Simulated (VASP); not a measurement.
# Si (R-3m) in VASP: a series of runs, part 2 of 2

VASP 6.6.1.

## (5) Single point, r2SCAN (epitaxial 111 strain +1.0%)

File POSCAR:

```
Si
1.0
   -0.0254281273      2.7239119573      2.7239119573
    2.7239119573     -0.0254281273      2.7239119573
    2.7239119573      2.7239119573     -0.0254281273
Si
2
Direct
   -0.0005705493     -0.0005705493     -0.0005705493
    0.2505705493      0.2505705493      0.2505705493
```

File INCAR.step1:

```
SYSTEM = Si
PREC = Accurate
ENCUT = 520
ISMEAR = 0
SIGMA = 0.01
LREAL = .False.
LASPH = .True.
NELM = 60
NBANDS = 11
GGA = PE
ALGO = Normal
EDIFF = 1E-4
LWAVE = .True.
LCHARG = .False.
```

File INCAR.step2:

```
SYSTEM = Si
PREC = Accurate
ENCUT = 520
EDIFF = 1E-6
ISMEAR = 0
SIGMA = 0.01
LREAL = .False.
LASPH = .True.
NELM = 60
ALGO = Normal
ISIF = 2
LWAVE = .False.
LCHARG = .False.
METAGGA = R2SCAN
LMIXTAU = .True.
NBANDS = 11
ISTART = 1
```

File KPOINTS:

```
Automatic mesh
0
Gamma
  8 8 8
  0 0 0
```

Potentials or basis: VASP PAW PBE potentials, release 64 (Si).

Command:

```sh
> cat potpaw_PBE.64/Si/POTCAR > POTCAR
> cp INCAR.step1 INCAR
> mpirun -np 1 vasp_std > vasp.out
> cp INCAR.step2 INCAR
> mpirun -np 1 vasp_std > vasp.out
```

OUTCAR:

```text
SYSTEM = Si
   PREC = Accurate
   ENCUT = 520
   EDIFF = 1E-6
   ISMEAR = 0
   LREAL = .False.
   LASPH = .True.
   NELM = 60
   ISIF = 2
   METAGGA = R2SCAN
   ISTART = 1

 ion  position               nearest neighbor table
   1  0.999  0.999  0.999-   2 2.36   2 2.37   2 2.37   2 2.37
   2  0.251  0.251  0.251-   1 2.36   1 2.37   1 2.37   1 2.37

  LATTYP: Found a trigonal (rhomboedric) cell.
 ALAT       =     3.8522771567
 COS(alpha) =     0.4906434712

  Lattice vectors:

 A1 = (  -0.0254281273,   2.7239119573,   2.7239119573)
 A2 = (   2.7239119573,  -0.0254281273,   2.7239119573)
 A3 = (   2.7239119573,   2.7239119573,  -0.0254281273)

Analysis of symmetry for initial positions (statically):
=====================================================================
 Subroutine PRICEL returns:
 Original cell was already a primitive cell.

 Routine SETGRP: Setting up the symmetry group for a
 trigonal (rhombohedral) supercell.

 Subroutine GETGRP returns: Found 12 space group operations
 (whereof  6 operations were pure point group operations)
 out of a pool of 12 trial point group operations.

The static configuration has the point symmetry C_3v.
[... 168 lines left out ...]
 fundamental gap:      0.7642642758
 Fermi energy:         5.7173812155

 k-point     1 :       0.0000    0.0000    0.0000
  band No.  band energies     occupation
      1      -6.8578      2.00000
      2       5.4635      2.00000
      3       5.4635      2.00000
      4       5.5851      2.00000
      5       8.1983      0.00000
      6       8.1983      0.00000
      7       8.3252      0.00000
      8       9.2403      0.00000
      9      13.6202      0.00000
     10      13.6202      0.00000
     11      14.1006      0.00000
[... 309 lines left out ...]
 k-point    24 :       0.3750    0.1250    0.1250
  band No.  band energies     occupation
      1      -5.5652      2.00000
      2       0.7165      2.00000
      3       3.2243      2.00000
      4       4.6760      2.00000
      5       8.4675      0.00000
      6       9.3933      0.00000
      7       9.6642      0.00000
      8      12.1006      0.00000
      9      12.3019      0.00000
     10      16.0657      0.00000
     11      16.2876      0.00000

 [... further k-points ...]
[... 5 lines left out ...]
  --------------------------------------------------------------------------------------
  -------------------------------------------------------------------------------------
  Total       -0.4379954     -0.4379954     -0.4379954      0.1913412      0.1913412      0.1913412
  in kB      -17.1211135    -17.1211135    -17.1211135      7.4794716      7.4794716      7.4794716
  external PRESSURE =     -17.1211135 kB  Pullay stress =       0.0000000 kB

 VOLUME and BASIS-vectors are now :
 -----------------------------------------------------------------------------
  energy-cutoff  :      520.00
  volume of cell :       40.99
      direct lattice vectors                 reciprocal lattice vectors
    -0.025428127  2.723911957  2.723911957    -0.181008989  0.182714657  0.182714657
     2.723911957 -0.025428127  2.723911957     0.182714657 -0.181008989  0.182714657
     2.723911957  2.723911957 -0.025428127     0.182714657  0.182714657 -0.181008989

 POSITION                                       TOTAL-FORCE (eV/Angst)
 -----------------------------------------------------------------------------------
      5.41930      5.41930      5.41930         0.000662      0.000662      0.000662
      1.35869      1.35869      1.35869        -0.000662     -0.000662     -0.000662
 -----------------------------------------------------------------------------------
    total drift:                                0.000000      0.000000      0.000000

  FREE ENERGIE OF THE ION-ELECTRON SYSTEM (eV)
  ---------------------------------------------------
  free  energy   TOTEN  =       -17.5404937797 eV

  energy  without entropy=      -17.5404937797  energy(sigma->0) =      -17.54049378
```

Run time: 85 s. Hardware: 1 thread of Intel Xeon Platinum 8124M at 3.00GHz (Skylake/Cascade Lake), shared host; peak memory 0.17 GiB.

Results:

```
Free energy            : -17.5405 eV
Pressure               : -1.7 GPa
Band gap on the k mesh : 0.76 eV (least direct gap 2.61 eV)
```

Stress tensor (GPa, compression positive):
```
-1.71  0.75  0.75
 0.75 -1.71  0.75
 0.75  0.75 -1.71
```

Caveat: the cell differs from its parent crystal (epitaxial 111 strain +1.0%); the PAW data sets were made with another functional, which shifts forces and pressure a little. A k mesh can miss the band edges.

## (6) Single point, r2SCAN (epitaxial 111 strain +2.0%)

File POSCAR:

```
Si
1.0
   -0.0506090239      2.7259522496      2.7259522496
    2.7259522496     -0.0506090239      2.7259522496
    2.7259522496      2.7259522496     -0.0506090239
Si
2
Direct
   -0.0011050607     -0.0011050607     -0.0011050607
    0.2511050607      0.2511050607      0.2511050607
```

INCAR.step1: that of step 5 with these lines changed.

```diff
@@ -7,3 +7,3 @@
 LASPH = .True.
-NELM = 60
+NELM = 80
 NBANDS = 11
```

INCAR.step2: that of step 5 with these lines changed.

```diff
@@ -3,3 +3,3 @@
 ENCUT = 520
-EDIFF = 1E-6
+EDIFF = 1E-7
 ISMEAR = 0
@@ -8,3 +8,3 @@
 LASPH = .True.
-NELM = 60
+NELM = 80
 ALGO = Normal
```

File KPOINTS:

```
regular mesh
0
Gamma
  8 8 8
  0 0 0
```

Potentials or basis: VASP PAW PBE potentials, release 64 (Si).

Command:

```sh
> cat potpaw_PBE.64/Si/POTCAR > POTCAR
> cp INCAR.step1 INCAR
> mpirun -np 1 vasp_std > vasp.out
> cp INCAR.step2 INCAR
> mpirun -np 1 vasp_std > vasp.out
```

Wall time 98 s (1 thread of Intel Xeon Platinum 8124M at 3.00GHz (Skylake/Cascade Lake), shared host); peak memory 0.17 GiB.

It converged, with:

```yaml
Free_energy: -17.5229 eV
Pressure: -3.1 GPa
Band_gap_on_the_k_mesh: 0.70 eV (least direct gap 2.49 eV)
```

Forces on the atoms (eV/Å):
```
Si   0.001  0.001  0.001
Si  -0.001 -0.001 -0.001
```

Stress tensor (GPa, compression positive):
```
-3.08  1.45  1.45
 1.45 -3.08  1.45
 1.45  1.45 -3.08
```

Levels at points of the mesh, in eV from the valence-band top:
```csv
k point,band 2,band 3,band 4,band 5,band 6,band 7
"(0.00, 0.00, 0.00)",-0.22,-0.22,0.00,2.49,2.49,2.64
"(0.50, 0.00, 0.00)",-7.24,-1.38,-1.28,1.68,3.41,3.59
"(0.50, 0.50, 0.00)",-8.14,-3.17,-2.93,0.70,0.98,10.26
"(0.50, 0.50, 0.50)",-7.20,-1.54,-1.54,1.29,3.33,3.33
```

Caveat: the cell differs from its parent crystal (epitaxial 111 strain +2.0%); the cell stands under tension; the PAW data sets were made with another functional, which shifts forces and pressure a little. A k mesh can miss the band edges.

## (7) Summary

```tsv
cell	gap on the mesh (eV)	pressure (GPa)
a = 3.846 Å, angles 58.1°, 2 atoms, epitaxial 111 strain -3.0%	0.44	4.8
a = 3.847 Å, angles 58.7°, 2 atoms, epitaxial 111 strain -2.0%	0.62	3.0
a = 3.848 Å, angles 59.4°, 2 atoms, epitaxial 111 strain -1.0%	0.75	1.4
a = 3.852 Å, angles 60.6°, 2 atoms, epitaxial 111 strain +1.0%	0.76	-1.7
a = 3.855 Å, angles 61.2°, 2 atoms, epitaxial 111 strain +2.0%	0.70	-3.1
```

Alike in all rows: task single point; level r2SCAN; potentials or basis VASP PAW PBE potentials, release 64 (Si); no spin polarisation; k mesh 8 × 8 × 8; cutoff (eV) 520; smearing gaussian 0.01 eV.

Caveats: the PAW data sets were made with another functional, which shifts forces and pressure a little; the cell stands under pressure (at least some runs); the cell stands under tension (at least some runs).

Total energies depend on the potentials used, so only differences within one code and one set of settings carry meaning.
